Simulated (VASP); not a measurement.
A run of VASP 6.6.1 is set up as follows.

POSCAR

```
Pd
1.0
    3.0670152821      0.0000000000      0.0000000000
    0.0000000000      3.0670152821      0.0000000000
    0.0000000000      0.0000000000      3.0670152821
Pd
2
Direct
    0.0000000000      0.0000000000      0.0000000000
    0.5000000000      0.5000000000      0.5000000000
```

The input INCAR.step1:

```
ALGO = Normal ; EDIFF = 1E-4
ENCUT = 520 ; GGA = PE
ISMEAR = -1 ; ISPIN = 2
LASPH = T ; LCHARG = F
LMAXMIX = 4 ; LREAL = F
LWAVE = T ; MAGMOM = 0.5 -0.5
NBANDS = 21 ; NELM = 150
PREC = Accurate ; SIGMA = 0.05
```

Contents of INCAR.step2:

```
ALGO = Normal ; EDIFF = 1E-6
ENCUT = 520 ; ISIF = 2
ISMEAR = -1 ; ISPIN = 2
ISTART = 1 ; LASPH = T
LCHARG = F ; LMAXMIX = 4
LMIXTAU = T ; LORBIT = 11
LREAL = F ; LWAVE = F
MAGMOM = 0.5 -0.5 ; METAGGA = R2SCAN
NBANDS = 21 ; NELM = 150
PREC = Accurate ; SIGMA = 0.05
```

Contents of KPOINTS:

```
k-points
0
Gamma
  11 11 11
```

Potentials or basis: VASP PAW PBE potentials, release 64 (Pd).

Run with:

```console
$ cat potpaw_PBE.64/Pd/POTCAR > POTCAR
$ cp INCAR.step1 INCAR
$ mpirun -np 1 vasp_std > vasp.out
$ cp INCAR.step2 INCAR
$ mpirun -np 1 vasp_std > vasp.out
```

**Question.** Estimate the net moment.

**Answer.** 0.00 μB per cell.

**Question.** What does it give for the band gap on the k mesh?

**Answer.** Zero (filled and empty bands overlap).
